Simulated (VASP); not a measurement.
# Ti5W (P4/mmm) in VASP: relaxation of cell and atoms with PBE

Aim: the relaxation of cell and atoms of Ti5W with PBE.

All numbers are computed with VASP 6.6.1; they aren't measurements. Logs are shortened: lines on timing, memory, paths and dates and some standing lists are left out, and cuts for length are marked.

### 1 The cell of the first run

It takes space group P4/mmm (No. 123, tetragonal). Conventional cell: a = 2.742 Å, b = 2.742 Å, c = 13.471 Å, α = 90.00°, β = 90.00°, γ = 90.00°. Within 3.6 Å of Ti (site symmetry 4mm) lie 12 Ti at 2.74 to 2.96 Å. Ti (site symmetry 4mm) has 8 Ti at 2.74 to 2.96 Å and 4 W at 2.99 Å within 3.6 Å. Within 3.6 Å of Ti (site symmetry 4/mmm) lie 12 Ti at 2.74 to 2.95 Å. W (site symmetry 4/mmm) has 4 W at 2.74 Å and 8 Ti at 2.99 Å within 3.6 Å.

### 2 Relaxation of cell and atoms, PBE

INCAR

```
PREC = Accurate
ENCUT = 600
EDIFF = 1E-6
ISMEAR = 0
SIGMA = 0.1
LREAL = False
LASPH = True
NELM = 80
ALGO = Fast
ISIF = 3
LWAVE = False
LCHARG = False
GGA = PE
IBRION = 2
NSW = 100
EDIFFG = -0.01
```

KPOINTS

```
Automatic mesh
0
Gamma
  14 14 4
```

POSCAR

```
Ti5W
1.0
    2.7418336575      0.0000000000      0.0000000000
    0.0000000000      2.7418336575      0.0000000000
    0.0000000000      0.0000000000     13.4706631147
Ti W
5 1
Direct
    0.0000000000      0.0000000000      0.6650145217
    0.5000000000      0.5000000000      0.8308678842
    0.5000000000      0.5000000000      0.1691321158
    0.0000000000      0.0000000000      0.3349854783
    0.5000000000      0.5000000000      0.5000000000
    0.0000000000      0.0000000000      0.0000000000
```

Potentials or basis: VASP PAW PBE potentials, release 64 (Ti_sv, W_sv).

Launch:

```sh
$ cat potpaw_PBE.64/Ti_sv/POTCAR potpaw_PBE.64/W_sv/POTCAR > POTCAR
$ mpirun -np 1 vasp_std > vasp.out
```

OUTCAR:

```text
PREC = Accurate
   ENCUT = 600
   EDIFF = 1E-6
   ISMEAR = 0
   LREAL = False
   LASPH = True
   NELM = 80
   ISIF = 3
   GGA = PE
   IBRION = 2
   NSW = 100
   EDIFFG = -0.01

 ion  position               nearest neighbor table
   1  0.000  0.000  0.665-
   2  0.500  0.500  0.831-   6 2.99   6 2.99   6 2.99   6 2.99
   3  0.500  0.500  0.169-   6 2.99   6 2.99   6 2.99   6 2.99
   4  0.000  0.000  0.335-
   5  0.500  0.500  0.500-
   6  0.000  0.000  0.000-   2 2.99   3 2.99   2 2.99   3 2.99   2 2.99   3 2.99   2 2.99   3 2.99

  LATTYP: Found a simple tetragonal cell.
 ALAT       =     2.7418336575
 C/A-ratio  =     4.9130125301

  Lattice vectors:

 A1 = (   2.7418336575,   0.0000000000,   0.0000000000)
 A2 = (   0.0000000000,   2.7418336575,   0.0000000000)
 A3 = (   0.0000000000,   0.0000000000,  13.4706631147)

Analysis of symmetry for initial positions (statically):
=====================================================================
 Subroutine PRICEL returns:
 Original cell was already a primitive cell.

 Routine SETGRP: Setting up the symmetry group for a
 simple tetragonal supercell.

 Subroutine GETGRP returns: Found 16 space group operations
 (whereof 16 operations were pure point group operations)
 out of a pool of 16 trial point group operations.

The static configuration has the point symmetry D_4h.

Analysis of symmetry for dynamics (positions and initial velocities):
=====================================================================
 Subroutine PRICEL returns:
 Original cell was already a primitive cell.

 Routine SETGRP: Setting up the symmetry group for a
 simple tetragonal supercell.

 Subroutine GETGRP returns: Found 16 space group operations
 (whereof 16 operations were pure point group operations)
 out of a pool of 16 trial point group operations.

The dynamic configuration has the point symmetry D_4h.

 Subroutine INISYM returns: Found 16 space group operations
 (whereof 16 operations are pure point group operations),
 and found     1 'primitive' translations

----------------------------------------------------------------------------------------

                                     Primitive cell

  volume of cell :     101.2678

  direct lattice vectors                    reciprocal lattice vectors
     2.741833657  0.000000000  0.000000000     0.364719427  0.000000000  0.000000000
     0.000000000  2.741833657  0.000000000     0.000000000  0.364719427  0.000000000
     0.000000000  0.000000000 13.470663115     0.000000000  0.000000000  0.074235395

  length of vectors
     2.741833657  2.741833657 13.470663115     0.364719427  0.364719427  0.074235395

  position of ions in fractional coordinates (direct lattice)
     0.000000000  0.000000000  0.665014522
     0.500000000  0.500000000  0.830867884
     0.500000000  0.500000000  0.169132116
     0.000000000  0.000000000  0.334985478
     0.500000000  0.500000000  0.500000000
     0.000000000  0.000000000  0.000000000

  ion indices of the primitive-cell ions
   primitive index   ion index
                 1           1
                 2           2
                 3           3
                 4           4
                 5           5
                 6           6

----------------------------------------------------------------------------------------

 KPOINTS: Automatic mesh

Automatic generation of k-mesh.
 Grid dimensions read from file:
 generate k-points for:   14   14    4

 Generating k-lattice:

  Cartesian coordinates                     Fractional coordinates (reciprocal lattice)
     0.026051388  0.000000000  0.000000000     0.071428571  0.000000000  0.000000000
     0.000000000  0.026051388  0.000000000     0.000000000  0.071428571  0.000000000
     0.000000000  0.000000000  0.018558849     0.000000000  0.000000000  0.250000000

  Length of vectors
     0.026051388  0.026051388  0.018558849

  Shift w.r.t. Gamma in fractional coordinates (k-lattice)
     0.000000000  0.000000000  0.000000000

 Subroutine IBZKPT returns following result:
 ===========================================

 Found    108 irreducible k-points:

 Following reciprocal coordinates:
            Coordinates               Weight
  0.000000  0.000000  0.000000      1.000000
  0.071429  0.000000  0.000000      4.000000
  0.142857  0.000000  0.000000      4.000000
  0.214286  0.000000  0.000000      4.000000
  0.285714  0.000000  0.000000      4.000000
  0.357143  0.000000  0.000000      4.000000
[... 16 lines left out ...]
  0.285714  0.214286  0.000000      8.000000
  0.357143  0.214286  0.000000      8.000000
 [... further k-points ...]
   k-points           NKPTS =    108   k-points in BZ     NKDIM =    108   number of bands    NBANDS=     44
   number of dos      NEDOS =    301   number of ions     NIONS =      6
   total plane-waves  NPLWV =  62208
   dimension x,y,z NGX =    24 NGY =   24 NGZ =  108
   dimension x,y,z NGXF=    48 NGYF=   48 NGZF=  216
   ions per type =               5   1
   NGX,Y,Z   is equivalent  to a cutoff of  14.55, 14.55, 13.33 a.u.
   NGXF,Y,Z  is equivalent  to a cutoff of  29.10, 29.10, 26.66 a.u.
 SYSTEM =  unknown system
   PREC   = accura    normal or accurate (medium, high low for compatibility)
   ISTART =      0    job   : 0-new  1-cont  2-samecut
   ICHARG =      2    charge: 1-file 2-atom 10-const
   ISPIN  =      1    spin polarized calculation?
   LNONCOLLINEAR =      F non collinear calculations
   LSORBIT =      F    spin-orbit coupling
   LASPH  =      T    aspherical Exc in radial PAW
   ENCUT  =  600.0 eV  44.10 Ry    6.64 a.u.   5.48  5.48 26.90*2*pi/ulx,y,z
   NELM   =     80;   NELMIN=  2; NELMDL= -5     # of ELM steps
   EDIFF  = 0.1E-05   stopping-criterion for ELM
   LREAL  =      F    real-space projection
   EDIFFG = -.1E-01   stopping-criterion for IOM
   NSW    =    100    number of steps for IOM
   IBRION =      2    ionic relax: 0-MD 1-quasi-New 2-CG
   NFREE  =      1    steps in history (QN), initial steepest desc. (CG)
   ISIF   =      3    stress and relaxation
   ISYM   =      2    0-nonsym 1-usesym 2-fastsym
   POTIM  = 0.5000    time-step for ionic-motion
   TEBEG  =    0.0;   TEEND  =   0.0 temperature during run
   PSTRESS=    0.0 pullay stress
   NELECT =      74.0000    total number of electrons
   NUPDOWN=      -1.0000    fix difference up-down
   EMIN   =  10.00;   EMAX   =-10.00  energy-range for DOS
   EFERMI =   0.00;   METHOD = LEGACY
   ISMEAR =     0;   SIGMA  =   0.10  broadening in eV -4-tet -1-fermi 0-gaus
   EFERMI_NEDOS =   21; number of points for ismear=-14 and -15
   IALGO  =     68    algorithm
   IMIX   =      4    mixing-type and parameters
     AMIX     =   0.40;   BMIX     =  1.00
     AMIX_MAG =   1.60;   BMIX_MAG =  1.00
  volume/ion in A,a.u.               =      16.88       113.90
  Fermi-wavevector in a.u.,A,eV,Ry     =   1.474557  2.786509 29.583412  2.174319
  Thomas-Fermi vector in A             =   2.589314
   LORBIT       =      0    0 simple, 1 ext, 2 COOP (PROOUT), +10 PAW based schemes
   GGA     = PE    functional components
   LHFCALC =     F    Hartree Fock is set to
   AEXX    =    0.0000 exact exchange contribution
   IVDW    =     0    specifies the selected vdW correction
   LEPSILON=     F    determine dielectric tensor
   LRPA    =     F    only Hartree local field effects (RPA)
 conjugate gradient relaxation of ions
 non-spin polarized calculation
 RMM-DIIS sequential band-by-band and
 Gauss-broadening in eV      SIGMA  =   0.10
  energy-cutoff  :      600.00
  volume of cell :      101.27
 maximum number of plane-waves:      3438
 NGX is ok and might be reduce to    24
   NGX = 11   NGY = 11   NGZ = 53

--------------------------------------- Ionic step        1  -------------------------------------------

 number of electron      74.0000019 magnetization

 Free energy of the ion-electron system (eV)
  ---------------------------------------------------
  ext. energy  EPLUGINS =         0.00000000
  ---------------------------------------------------
  free energy    TOTEN  =       -51.43283553 eV

  energy without entropy =      -51.37820217  energy(sigma->0) =      -51.40551885

------------------------ aborting loop because EDIFF is reached ----------------------------------------

  FORCE on cell =-STRESS in cart. coord.  units (eV):
  Direction    XX          YY          ZZ          XY          YZ          ZX
  --------------------------------------------------------------------------------------
  -------------------------------------------------------------------------------------
  Total        0.1670721      0.1670721      0.2281228      0.0000000      0.0000000     -0.0000000
  in kB        2.6432813      2.6432813      3.6091765      0.0000000      0.0000000     -0.0000000
  external PRESSURE =       2.9652464 kB  Pullay stress =       0.0000000 kB
[... 185 lines left out ...]
  energy  without entropy=      -51.3783236436  energy(sigma->0) =      -51.40597341

--------------------------------------- Ionic step        6  -------------------------------------------

 number of electron      74.0000017 magnetization

 Free energy of the ion-electron system (eV)
  ---------------------------------------------------
  ext. energy  EPLUGINS =         0.00000000
  ---------------------------------------------------
  free energy    TOTEN  =       -51.43389701 eV

  energy without entropy =      -51.37818453  energy(sigma->0) =      -51.40604077

 E-fermi :   8.6947     XC(G=0): -11.8997

 val. band max:        8.6937056209   @ k =   0.2857   0.0000   0.2500
 cond. band min:       8.6968545843   @ k =   0.2143   0.2143   0.0000
 fundamental gap:      0.0031489634
 Fermi energy:         8.6947265575

 k-point     1 :       0.0000    0.0000    0.0000
  band No.  band energies     occupation
      1     -65.0101      2.00000
      2     -47.9366      2.00000
      3     -47.9348      2.00000
      4     -47.8740      2.00000
      5     -47.8147      2.00000
      6     -47.7782      2.00000
[... 1117 lines left out ...]
     43       9.9346      0.00000
     44      10.0444      0.00000

 [... further k-points ...]

------------------------ aborting loop because EDIFF is reached ----------------------------------------

  FORCE on cell =-STRESS in cart. coord.  units (eV):
  Direction    XX          YY          ZZ          XY          YZ          ZX
  --------------------------------------------------------------------------------------
  -------------------------------------------------------------------------------------
  Total        0.0065286      0.0065286      0.0482515      0.0000000      0.0000000      0.0000000
  in kB        0.1030226      0.1030226      0.7614215      0.0000000      0.0000000      0.0000000
  external PRESSURE =       0.3224889 kB  Pullay stress =       0.0000000 kB
[... 21 lines left out ...]
  FREE ENERGIE OF THE ION-ELECTRON SYSTEM (eV)
  ---------------------------------------------------
  free  energy   TOTEN  =       -51.4338970072 eV

  energy  without entropy=      -51.3781845323  energy(sigma->0) =      -51.40604077

 reached required accuracy - stopping structural energy minimisation
```

Wall time 2.2 h (1 thread of Oxide Virtual Turin-like, shared host); peak memory 0.56 GiB.

Results:

* Free energy: -51.4339 eV
* Relaxed volume: 16.92 Å³/atom
* Relaxed cell: a = 2.743 Å, b = 2.743 Å, c = 13.491 Å, α = 90.00°, β = 90.00°, γ = 90.00°
* Space group after relaxing (to 0.1 Å): P4/mmm (No. 123)
* Energy gained by relaxing: 0.2 meV/atom
* Ionic steps: 6
* Pressure after relaxing: 0.0 GPa
* Largest force after relaxing: 0.009 eV/Å
* Band gap on the k mesh: zero (bands 37 and 38 overlap by 0.94 eV)

Forces on the atoms (eV/Å):
```
Ti   0.000  0.000 -0.009
Ti   0.000  0.000  0.003
Ti   0.000  0.000 -0.003
Ti   0.000  0.000  0.009
Ti   0.000  0.000  0.000
W    0.000  0.000  0.000
```

Step by step:
| step | energy change (eV) | largest force (eV/Å) | pressure (GPa) | volume (Å³) |
| --- | --- | --- | --- | --- |
| 1 | 0.0000 | 0.0548 | 0.30 | 101.27 |
| 2 | -0.0004 | 0.0487 | -0.28 | 101.73 |
| 3 | -0.0005 | 0.0504 | -0.15 | 101.60 |
| 4 | -0.0005 | 0.0515 | -0.10 | 101.58 |
| 5 | -0.0008 | 0.0314 | -0.04 | 101.56 |
| 6 | -0.0011 | 0.0092 | 0.03 | 101.53 |

Final structure:
```cif
data_structure
_symmetry_space_group_name_H-M 'P 1'
_symmetry_Int_Tables_number 1
_cell_length_a 2.7433
_cell_length_b 2.7433
_cell_length_c 13.4911
_cell_angle_alpha 90.000
_cell_angle_beta 90.000
_cell_angle_gamma 90.000
_cell_volume 101.53
loop_
_atom_site_label
_atom_site_type_symbol
_atom_site_fract_x
_atom_site_fract_y
_atom_site_fract_z
_atom_site_occupancy
Ti1 Ti 0.00000 0.00000 0.66467 1
Ti2 Ti 0.50000 0.50000 0.83162 1
Ti3 Ti 0.50000 0.50000 0.16838 1
Ti4 Ti 0.00000 0.00000 0.33533 1
Ti5 Ti 0.50000 0.50000 0.50000 1
W1 W 0.00000 0.00000 0.00000 1
```

Caveat: spin-orbit coupling is left out, which moves the levels of the heavy elements.
